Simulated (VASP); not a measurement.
Input of a VASP 6.6.1 run:

INCAR

```
PREC = Accurate ; ENCUT = 500
EDIFF = 1E-6 ; ISMEAR = -1
SIGMA = 0.05 ; LREAL = F
LASPH = T ; NELM = 120
ALGO = Normal ; ISIF = 2
LWAVE = F ; LCHARG = F
GGA = PS ; NBANDS = 19
GGA_COMPAT = F
```

The input KPOINTS:

```
Automatic mesh
0
Gamma
  9 9 9
```

Contents of POSCAR:

```
Ti
1.0
    0.0000000000      2.7912246522      2.7912246522
    2.7912246522      0.0000000000      2.7912246522
    2.7912246522      2.7912246522      0.0000000000
Ti
2
Direct
   -0.1250000000     -0.1250000000     -0.1250000000
    0.1250000000      0.1250000000      0.1250000000
```

Potentials or basis: VASP PAW PBE potentials, release 64 (Ti_sv).

Run with:

```bash
$ cat potpaw_PBE.64/Ti_sv/POTCAR > POTCAR
$ mpirun -np 1 vasp_std > vasp.out
```

Predict the band gap on the k mesh.

zero (bands 12 and 13 overlap by 0.20 eV).

What does it give for the pressure?

-1.0 GPa.

Caveat: the PAW data sets were made with another functional, which shifts forces and pressure a little.
